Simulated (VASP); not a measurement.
Here is a VASP 6.6.1 calculation.

POSCAR

```
AlCu
1.0
    2.9975090000      0.0000000000      0.0000000000
    0.0000000000      2.9975090000      0.0000000000
    0.0000000000      0.0000000000      2.9225712750
Al Cu
1 1
Direct
    0.0000000000      0.0000000000      0.0000000000
    0.5000000000      0.5000000000      0.5000000000
```

The input INCAR.step1:

```
SYSTEM = AlCu
ALGO = Normal
EDIFF = 1E-4
ENCUT = 520
GGA = PE
ISMEAR = 0
LASPH = .True.
LCHARG = .False.
LREAL = .False.
LWAVE = .True.
NBANDS = 14
NELM = 60
PREC = Accurate
SIGMA = 0.15
```

The input INCAR.step2:

```
SYSTEM = AlCu
ALGO = Normal
EDIFF = 1E-6
ENCUT = 520
ISIF = 2
ISMEAR = 0
ISTART = 1
LASPH = .True.
LCHARG = .False.
LMIXTAU = .True.
LREAL = .False.
LWAVE = .False.
METAGGA = R2SCAN
NBANDS = 14
NELM = 60
PREC = Accurate
SIGMA = 0.15
```

The input KPOINTS:

```
k-points
0
Gamma
  16 16 16
  0 0 0
```

Potentials or basis: VASP PAW PBE potentials, release 64 (Al, Cu).

Command:

```bash
$ cat potpaw_PBE.64/Al/POTCAR potpaw_PBE.64/Cu/POTCAR > POTCAR
$ cp INCAR.step1 INCAR
$ mpirun -np 1 vasp_std > vasp.out
$ cp INCAR.step2 INCAR
$ mpirun -np 1 vasp_std > vasp.out
```

**Question.** What does it give for the pressure?

**Answer.** -1.9 GPa.

**Question.** Estimate the band gap on the k mesh.

**Answer.** Zero (band 7 reaches 13.21 eV, above the bottom of band 8 at 8.33 eV).

Stress tensor (GPa, compression positive):
```
-2.03  0.00  0.00
 0.00 -2.03  0.00
 0.00  0.00 -1.55
```

Caveat: the cell differs from its parent crystal (strain +0.000 along x and y, -0.025 along z); the PAW data sets were made with another functional, which shifts forces and pressure a little.
